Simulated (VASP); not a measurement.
A run of VASP 6.6.1 is set up as follows.

File INCAR:

```
ALGO     = Normal         # electronic algorithm
EDIFF    = 1E-7           # SCF threshold, eV
ENCUT    = 520            # plane-wave cutoff, eV
GGA      = PS             # functional
ISIF     = 2              # what is computed and relaxed
ISMEAR   = -1             # smearing method
ISPIN    = 2              # spin polarisation
LASPH    = T              # aspherical terms in the spheres
LCHARG   = F              # write CHGCAR
LMAXMIX  = 4              # l up to which the mixer works
LORBIT   = 11             # projections on sites
LREAL    = F              # projectors in reciprocal space
LWAVE    = F              # write WAVECAR
MAGMOM   = 1.5            # initial moments
NBANDS   = 15             # bands
NELM     = 150            # most SCF steps
PREC     = Accurate       # precision mode
SIGMA    = 0.1            # smearing width, eV
```

The input KPOINTS:

```
k-points
0
Gamma
  14 14 14
```

The input POSCAR:

```
Ni
1.0
   -1.3837154700      1.3837154700      1.3837154700
    1.3837154700     -1.3837154700      1.3837154700
    1.3837154700      1.3837154700     -1.3837154700
Ni
1
Direct
    0.0000000000      0.0000000000      0.0000000000
```

Potentials or basis: VASP PAW PBE potentials, release 64 (Ni).

Launch:

```bash
$ cat potpaw_PBE.64/Ni/POTCAR > POTCAR
$ mpirun -np 1 vasp_std > vasp.out
```

Task: What does it give for the net moment?

Result: 0.48 μB per cell.

Task: Predict the pressure.

Result: -2.6 GPa.

Task: What does it give for the site moments?

Result: Ni +0.48 μB.

Caveat: the PAW data sets were made with another functional, which shifts forces and pressure a little.
